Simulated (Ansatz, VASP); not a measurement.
FePb: VASP beside Ansatz

Contents of POSCAR:

```
FePb
1.0
    3.3986417989      0.0000000000      0.0000000000
    0.0000000000      3.3986417989      0.0000000000
    0.0000000000      0.0000000000      3.3986417989
Fe Pb
1 1
Direct
    0.0000000000      0.0000000000      0.0000000000
    0.5000000000      0.5000000000      0.5000000000
```

INCAR.step1

```
PREC = Accurate
ENCUT = 520
ISMEAR = 0
SIGMA = 0.1
LREAL = F
LASPH = T
NELM = 100
NBANDS = 18
GGA = PE
ALGO = Normal
EDIFF = 1E-4
LWAVE = T
LCHARG = F
```

File INCAR.step2:

```
PREC = Accurate
ENCUT = 520
EDIFF = 1E-7
ISMEAR = 0
SIGMA = 0.1
LREAL = F
LASPH = T
NELM = 100
ALGO = Normal
ISIF = 2
LWAVE = F
LCHARG = F
METAGGA = R2SCAN
LMIXTAU = T
NBANDS = 18
ISTART = 1
```

The input KPOINTS:

```
Automatic mesh
0
Gamma
  12 12 12
```

Input for Ansatz:

```yaml
crystal:
  lattice:
    - [3.3986417989, 0.0, 0.0]
    - [0.0, 3.3986417989, 0.0]
    - [0.0, 0.0, 3.3986417989]
  atoms:
    - { symbol: Fe, position: [0.0, 0.0, 0.0] }
    - { symbol: Pb, position: [0.5, 0.5, 0.5] }
basis:
  ecutwfc: 500
kpoints:
  mp_grid: { grid: [12, 12, 12] }
hamiltonian:
  xc: r2scan
scf:
  occupations: { method: gaussian, width: 0.1 }
  lower_state_search: "off"
output:
  forces: true
  stress: true
  eigenvalues: true
```

Alike in both runs: task single point; functional r2SCAN; k mesh 12 × 12 × 12; occupations gaussian, width 0.1 eV; no spin polarisation.

|  | VASP | Ansatz |
| --- | --- | --- |
| version | VASP 6.6.1 | Ansatz 0.2.0 |
| potentials or method | VASP PAW PBE potentials, release 64 (Fe, Pb_d), cutoff 520 eV | scalar-relativistic, plane waves, PAW |
| valence electrons in the cell | 22 | 30 |

VASP gave:

```
gap on the k mesh at the Fermi level (eV) : none
pressure (GPa)                            : -13.1
```

Question: What did Ansatz give for the same quantities?

Answer: gap on the k mesh at the Fermi level (eV): none; pressure (GPa): -13.2.

VASP's potentials were made for PBE, not for r2SCAN. A gap of «none» marks a metal or a gap that the smearing closes. VASP's potentials hold 22 valence electrons a cell and Ansatz's 30, so a difference there can come from the potentials and not from the codes.

Spin-orbit coupling is off throughout.
